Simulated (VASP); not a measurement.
# Ta3AlN4 (Pmmm) in VASP: single point with PBE

Aim: the single point of Ta3AlN4 with PBE.

Everything below comes from runs of VASP 6.6.1. Logs are shortened: lines on timing, memory, paths and dates and some standing lists are left out, and cuts for length are marked.

## Step 1: The cell of the first run

It takes space group Pmmm (No. 47, orthorhombic). The conventional cell has a = 2.949 Å, b = 4.344 Å, c = 6.444 Å, α = 90.00°, β = 90.00°, γ = 90.00°. Ta (site symmetry mmm) has 6 N at 2.17 to 2.36 Å and 10 Ta at 2.95 to 3.08 Å and 2 Al at 3.22 Å within 3.3 Å. Ta (site symmetry mm2) has 6 N at 2.18 Å and 8 Ta at 2.95 to 3.22 Å and 4 Al at 3.08 Å within 3.3 Å. Within 2.7 Å of Al (site symmetry mmm) lie 6 N at 2.02 to 2.17 Å. Within 3.0 Å of N (site symmetry mmm) lie 6 Ta at 2.17 to 2.18 Å and 2 N at 2.95 Å. N (site symmetry mm2) has 2 Al at 2.02 Å and 4 Ta at 2.18 to 2.36 Å and 1 N at 2.76 Å within 2.8 Å. N (site symmetry mmm) has 2 Al at 2.17 Å and 4 Ta at 2.18 Å and 10 N at 2.95 to 2.97 Å within 3.0 Å.

## Step 2: Single point, PBE, collinear spin

The input, INCAR:

```
SYSTEM = Ta3AlN4
PREC = Accurate
ENCUT = 520
EDIFF = 1E-7
ISMEAR = 0
SIGMA = 0.1
LREAL = .FALSE.
LASPH = .TRUE.
NELM = 150
ALGO = Fast
ISIF = 2
LWAVE = .FALSE.
LCHARG = .FALSE.
ISPIN = 2
MAGMOM = 1 1 1 0 0 0 0 0
LORBIT = 11
LMAXMIX = 4
GGA = PE
NBANDS = 42
```

The input, KPOINTS:

```
Automatic mesh
0
G
  6 4 4
  0 0 0
```

The input, POSCAR:

```
Ta3AlN4
1.0
    2.9487344823      0.0000000000      0.0000000000
    0.0000000000      4.3444388040      0.0000000000
    0.0000000000      0.0000000000      6.4435239956
Ta Al N
3 1 4
Direct
    0.0000000000      0.0000000000      0.0000000000
    0.5000000000      0.5000000000      0.2499074529
    0.5000000000      0.5000000000      0.7500925471
    0.0000000000      0.0000000000      0.5000000000
    0.0000000000      0.5000000000      0.0000000000
    0.5000000000      0.0000000000      0.2857124120
    0.0000000000      0.5000000000      0.5000000000
    0.5000000000      0.0000000000      0.7142875880
```

Potentials or basis: VASP PAW PBE potentials, release 64 (Ta_pv, Al, N).

The run is started by

```
$ cat potpaw_PBE.64/Ta_pv/POTCAR potpaw_PBE.64/Al/POTCAR potpaw_PBE.64/N/POTCAR > POTCAR
$ mpirun -np 1 vasp_std > vasp.out
```

OUTCAR:

```text
SYSTEM = Ta3AlN4
   PREC = Accurate
   ENCUT = 520
   EDIFF = 1E-7
   ISMEAR = 0
   LREAL = .FALSE.
   LASPH = .TRUE.
   NELM = 150
   ISIF = 2
   ISPIN = 2
   LORBIT = 11
   GGA = PE

 ion  position               nearest neighbor table
   1  0.000  0.000  0.000-   5 2.17   5 2.17   8 2.36   6 2.36   6 2.36   8 2.36   3 3.08   3 3.08
                             2 3.08   3 3.08   2 3.08   2 3.08   2 3.08   3 3.08   4 3.22   4 3.22
   2  0.500  0.500  0.250-   5 2.18   5 2.18   7 2.18   7 2.18   6 2.18   6 2.18   1 3.08   1 3.08
                             1 3.08   1 3.08   4 3.08   4 3.08   4 3.08   4 3.08   3 3.22   3 3.22
   3  0.500  0.500  0.750-   5 2.18   5 2.18   7 2.18   7 2.18   8 2.18   8 2.18   1 3.08   1 3.08
                             1 3.08   1 3.08   4 3.08   4 3.08   4 3.08   4 3.08   2 3.22   2 3.22
   4  0.000  0.000  0.500-   6 2.02   8 2.02   6 2.02   8 2.02   7 2.17   7 2.17   3 3.08   3 3.08
                             2 3.08   3 3.08   2 3.08   2 3.08   2 3.08   3 3.08   1 3.22   1 3.22
   5  0.000  0.500  0.000-   1 2.17   1 2.17   3 2.18   2 2.18   2 2.18   3 2.18
   6  0.500  0.000  0.286-   4 2.02   4 2.02   2 2.18   2 2.18   1 2.36   1 2.36
   7  0.000  0.500  0.500-   4 2.17   4 2.17   2 2.18   3 2.18   2 2.18   3 2.18
   8  0.500  0.000  0.714-   4 2.02   4 2.02   3 2.18   3 2.18   1 2.36   1 2.36

  LATTYP: Found a simple orthorhombic cell.
 ALAT       =     2.9487344823
 B/A-ratio  =     1.4733231595
 C/A-ratio  =     2.1851828418

  Lattice vectors:

 A1 = (   2.9487344823,   0.0000000000,   0.0000000000)
 A2 = (   0.0000000000,   4.3444388040,   0.0000000000)
 A3 = (   0.0000000000,   0.0000000000,   6.4435239956)

Analysis of symmetry for initial positions (statically):
=====================================================================
 Subroutine PRICEL returns:
 Original cell was already a primitive cell.

 Routine SETGRP: Setting up the symmetry group for a
 simple orthorhombic supercell.

 Subroutine GETGRP returns: Found  8 space group operations
 (whereof  8 operations were pure point group operations)
 out of a pool of  8 trial point group operations.

The static configuration has the point symmetry D_2h.

Analysis of symmetry for dynamics (positions and initial velocities):
=====================================================================
 Subroutine PRICEL returns:
 Original cell was already a primitive cell.

 Routine SETGRP: Setting up the symmetry group for a
 simple orthorhombic supercell.

 Subroutine GETGRP returns: Found  8 space group operations
 (whereof  8 operations were pure point group operations)
 out of a pool of  8 trial point group operations.

The dynamic configuration has the point symmetry D_2h.

Analysis of structural, dynamic, and magnetic symmetry:
=====================================================================
 Subroutine PRICEL returns:
 Original cell was already a primitive cell.

 Routine SETGRP: Setting up the symmetry group for a
 simple orthorhombic supercell.

 Subroutine GETGRP returns: Found  8 space group operations
 (whereof  8 operations were pure point group operations)
 out of a pool of  8 trial point group operations.

The overall configuration has the point symmetry D_2h.

 Subroutine INISYM returns: Found  8 space group operations
 (whereof  8 operations are pure point group operations),
 and found     1 'primitive' translations

----------------------------------------------------------------------------------------

                                     Primitive cell

  volume of cell :      82.5454

  direct lattice vectors                    reciprocal lattice vectors
     2.948734482  0.000000000  0.000000000     0.339128533  0.000000000  0.000000000
     0.000000000  4.344438804  0.000000000     0.000000000  0.230179327  0.000000000
     0.000000000  0.000000000  6.443523996     0.000000000  0.000000000  0.155194580

  length of vectors
     2.948734482  4.344438804  6.443523996     0.339128533  0.230179327  0.155194580

  position of ions in fractional coordinates (direct lattice)
     0.000000000  0.000000000  0.000000000
     0.500000000  0.500000000  0.249907453
     0.500000000  0.500000000  0.750092547
     0.000000000  0.000000000  0.500000000
     0.000000000  0.500000000  0.000000000
     0.500000000  0.000000000  0.285712412
     0.000000000  0.500000000  0.500000000
     0.500000000  0.000000000  0.714287588

  ion indices of the primitive-cell ions
   primitive index   ion index
                 1           1
                 2           2
                 3           3
                 4           4
                 5           5
                 6           6
                 7           7
                 8           8

----------------------------------------------------------------------------------------

 KPOINTS: Automatic mesh

Automatic generation of k-mesh.
 Grid dimensions read from file:
 generate k-points for:    6    4    4

 Generating k-lattice:

  Cartesian coordinates                     Fractional coordinates (reciprocal lattice)
     0.056521422  0.000000000  0.000000000     0.166666667  0.000000000  0.000000000
     0.000000000  0.057544832  0.000000000     0.000000000  0.250000000  0.000000000
     0.000000000  0.000000000  0.038798645     0.000000000  0.000000000  0.250000000

  Length of vectors
     0.056521422  0.057544832  0.038798645

  Shift w.r.t. Gamma in fractional coordinates (k-lattice)
     0.000000000  0.000000000  0.000000000

 Subroutine IBZKPT returns following result:
 ===========================================

 Found     36 irreducible k-points:

 Following reciprocal coordinates:
            Coordinates               Weight
  0.000000  0.000000  0.000000      1.000000
  0.166667  0.000000  0.000000      2.000000
  0.333333  0.000000  0.000000      2.000000
  0.500000  0.000000  0.000000      1.000000
  0.000000  0.250000  0.000000      2.000000
  0.166667  0.250000  0.000000      4.000000
[... 16 lines left out ...]
  0.333333  0.500000  0.250000      4.000000
  0.500000  0.500000  0.250000      2.000000
 [... further k-points ...]
   k-points           NKPTS =     36   k-points in BZ     NKDIM =     36   number of bands    NBANDS=     42
   number of dos      NEDOS =    301   number of ions     NIONS =      8
   total plane-waves  NPLWV =  36864
   dimension x,y,z NGX =    24 NGY =   32 NGZ =   48
   dimension x,y,z NGXF=    48 NGYF=   64 NGZF=   96
   ions per type =               3   1   4
   NGX,Y,Z   is equivalent  to a cutoff of  13.53, 12.25, 12.38 a.u.
   NGXF,Y,Z  is equivalent  to a cutoff of  27.06, 24.49, 24.77 a.u.
 SYSTEM =  Ta3AlN4
   PREC   = accura    normal or accurate (medium, high low for compatibility)
   ISTART =      0    job   : 0-new  1-cont  2-samecut
   ICHARG =      2    charge: 1-file 2-atom 10-const
   ISPIN  =      2    spin polarized calculation?
   LNONCOLLINEAR =      F non collinear calculations
   LSORBIT =      F    spin-orbit coupling
   LASPH  =      T    aspherical Exc in radial PAW
   ENCUT  =  520.0 eV  38.22 Ry    6.18 a.u.   5.48  8.08 11.98*2*pi/ulx,y,z
   NELM   =    150;   NELMIN=  2; NELMDL= -5     # of ELM steps
   EDIFF  = 0.1E-06   stopping-criterion for ELM
   LREAL  =      F    real-space projection
   EDIFFG = 0.1E-05   stopping-criterion for IOM
   NSW    =      0    number of steps for IOM
   IBRION =     -1    ionic relax: 0-MD 1-quasi-New 2-CG
   NFREE  =      0    steps in history (QN), initial steepest desc. (CG)
   ISIF   =      2    stress and relaxation
   ISYM   =      2    0-nonsym 1-usesym 2-fastsym
   POTIM  = 0.5000    time-step for ionic-motion
   TEBEG  =    0.0;   TEEND  =   0.0 temperature during run
   PSTRESS=    0.0 pullay stress
   NELECT =      56.0000    total number of electrons
   NUPDOWN=      -1.0000    fix difference up-down
   EMIN   =  10.00;   EMAX   =-10.00  energy-range for DOS
   EFERMI =   0.00;   METHOD = LEGACY
   ISMEAR =     0;   SIGMA  =   0.10  broadening in eV -4-tet -1-fermi 0-gaus
   EFERMI_NEDOS =   21; number of points for ismear=-14 and -15
   IALGO  =     68    algorithm
   IMIX   =      4    mixing-type and parameters
     AMIX     =   0.40;   BMIX     =  1.00
     AMIX_MAG =   1.60;   BMIX_MAG =  1.00
  volume/ion in A,a.u.               =      10.32        69.63
  Fermi-wavevector in a.u.,A,eV,Ry     =   1.438489  2.718350 28.153867  2.069251
  Thomas-Fermi vector in A             =   2.557450
   LORBIT       =     11    0 simple, 1 ext, 2 COOP (PROOUT), +10 PAW based schemes
   GGA     = PE    functional components
   LHFCALC =     F    Hartree Fock is set to
   AEXX    =    0.0000 exact exchange contribution
   IVDW    =     0    specifies the selected vdW correction
   LEPSILON=     F    determine dielectric tensor
   LRPA    =     F    only Hartree local field effects (RPA)
 spin polarized calculation
 RMM-DIIS sequential band-by-band and
 Gauss-broadening in eV      SIGMA  =   0.10
  energy-cutoff  :      520.00
  volume of cell :       82.55
 maximum number of plane-waves:      2248
 NGX is ok and might be reduce to    24
   NGX = 11   NGY = 17   NGZ = 23

 number of electron      56.0000005 magnetization       0.0063097

 number of electron      56.0000005 magnetization      -0.0000370

 Free energy of the ion-electron system (eV)
  ---------------------------------------------------
  ext. energy  EPLUGINS =         0.00000000
  ---------------------------------------------------
  free energy    TOTEN  =       -79.56722319 eV

  energy without entropy =      -79.55532918  energy(sigma->0) =      -79.56127619

 E-fermi :   9.7933     XC(G=0): -13.0483

 val. band max:        9.7758968963   @ k =   0.0000   0.2500   0.2500
 cond. band min:       9.8735200993   @ k =   0.3333   0.2500   0.5000
 fundamental gap:      0.0976232030
 Fermi energy:         9.7933221558

 spin component 1

 k-point     1 :       0.0000    0.0000    0.0000
  band No.  band energies     occupation
      1     -26.5272      1.00000
      2     -26.5233      1.00000
      3     -26.2949      1.00000
      4     -26.2534      1.00000
      5     -26.0563      1.00000
      6     -25.9785      1.00000
[... 32 lines left out ...]
     39      13.2469      0.00000
[... 988 lines left out ...]
     39      15.4967      0.00000
     40      15.5551      0.00000

 [... further k-points ...]

 spin component 2

 k-point     1 :       0.0000    0.0000    0.0000
  band No.  band energies     occupation
      1     -26.5273      1.00000
      2     -26.5234      1.00000
      3     -26.2949      1.00000
      4     -26.2534      1.00000
      5     -26.0563      1.00000
      6     -25.9785      1.00000
[... 32 lines left out ...]
     39      13.2469      0.00000
[... 988 lines left out ...]
     39      15.4967      0.00000
     40      15.5514      0.00000

 [... further k-points ...]

 [bands above 40 left out]

------------------------ aborting loop because EDIFF is reached ----------------------------------------

  FORCE on cell =-STRESS in cart. coord.  units (eV):
  Direction    XX          YY          ZZ          XY          YZ          ZX
  --------------------------------------------------------------------------------------
  -------------------------------------------------------------------------------------
  Total        0.2471699      0.2971671      0.2652793      0.0000000      0.0000000      0.0000000
  in kB        4.7974822      5.7679111      5.1489801      0.0000000      0.0000000      0.0000000
  external PRESSURE =       5.2381245 kB  Pullay stress =       0.0000000 kB

 VOLUME and BASIS-vectors are now :
 -----------------------------------------------------------------------------
  energy-cutoff  :      520.00
  volume of cell :       82.55
      direct lattice vectors                 reciprocal lattice vectors
     2.948734482  0.000000000  0.000000000     0.339128533  0.000000000  0.000000000
     0.000000000  4.344438804  0.000000000     0.000000000  0.230179327  0.000000000
     0.000000000  0.000000000  6.443523996     0.000000000  0.000000000  0.155194580

 POSITION                                       TOTAL-FORCE (eV/Angst)
 -----------------------------------------------------------------------------------
      0.00000      0.00000      0.00000         0.000000      0.000000     -0.000000
      1.47437      2.17222      1.61028         0.000000      0.000000      0.009216
      1.47437      2.17222      4.83324         0.000000      0.000000     -0.009216
      0.00000      0.00000      3.22176         0.000000      0.000000     -0.000000
      0.00000      2.17222      0.00000         0.000000      0.000000     -0.000000
      1.47437      0.00000      1.84099         0.000000      0.000000      0.027724
      0.00000      2.17222      3.22176         0.000000      0.000000     -0.000000
      1.47437      0.00000      4.60253         0.000000      0.000000     -0.027724
 -----------------------------------------------------------------------------------
    total drift:                                0.000000     -0.000000     -0.000000

  FREE ENERGIE OF THE ION-ELECTRON SYSTEM (eV)
  ---------------------------------------------------
  free  energy   TOTEN  =       -79.5672231874 eV

  energy  without entropy=      -79.5553291827  energy(sigma->0) =      -79.56127619

 total charge

# of ion       s       p       d       tot
------------------------------------------
    1        0.261   6.184   2.451   8.897
    2        0.287   6.239   2.429   8.956
    3        0.287   6.239   2.429   8.956
    4        0.324   0.354   0.000   0.678
    5        1.233   2.551   0.000   3.784
    6        1.227   2.536   0.000   3.763
    7        1.230   2.545   0.000   3.775
    8        1.227   2.536   0.000   3.763
--------------------------------------------------
tot          6.077  29.185   7.309  42.571

 magnetization (x)

# of ion       s       p       d       tot
------------------------------------------
    1        0.000  -0.000   0.000   0.000
    2       -0.000  -0.000  -0.000  -0.000
    3       -0.000  -0.000  -0.000  -0.000
    4       -0.000   0.000   0.000  -0.000
    5       -0.000  -0.000   0.000  -0.000
    6        0.000   0.000   0.000   0.000
    7        0.000  -0.000   0.000   0.000
    8        0.000   0.000   0.000   0.000
--------------------------------------------------
tot         -0.000   0.000  -0.000  -0.000
```

Run time: 8.6 min. Hardware: 1 thread of Oxide Virtual Turin-like, shared host; peak memory 0.3 GiB.

What came out:

| Quantity | Value |
| --- | --- |
| Free energy | -79.5672 eV |
| Pressure | 0.5 GPa |
| Largest force | 0.028 eV/Å |
| Band gap on the k mesh | zero (filled and empty bands overlap) |
| Net moment | 0.00 μB per cell |
| Valence electrons inside the program's atomic spheres | Ta 8.90, 8.96 (each value once); Al 0.68; N 3.78, 3.76, 3.77 (each value once) |

Forces on the atoms (eV/Å):
```
Ta   0.000  0.000  0.000
Ta   0.000  0.000  0.009
Ta   0.000  0.000 -0.009
Al   0.000  0.000  0.000
N    0.000  0.000  0.000
N    0.000  0.000  0.028
N    0.000  0.000  0.000
N    0.000  0.000 -0.028
```

Stress tensor (GPa, compression positive):
```
0.48 0.00 0.00
0.00 0.58 0.00
0.00 0.00 0.51
```

Caveat: the k points lie up to 0.36 Å⁻¹ apart, too coarse for converged energies and pressures of a metal; spin-orbit coupling is left out, which moves the levels of the heavy elements.

The gap in the log of VASP goes by the Fermi energy; the results here count the filled bands.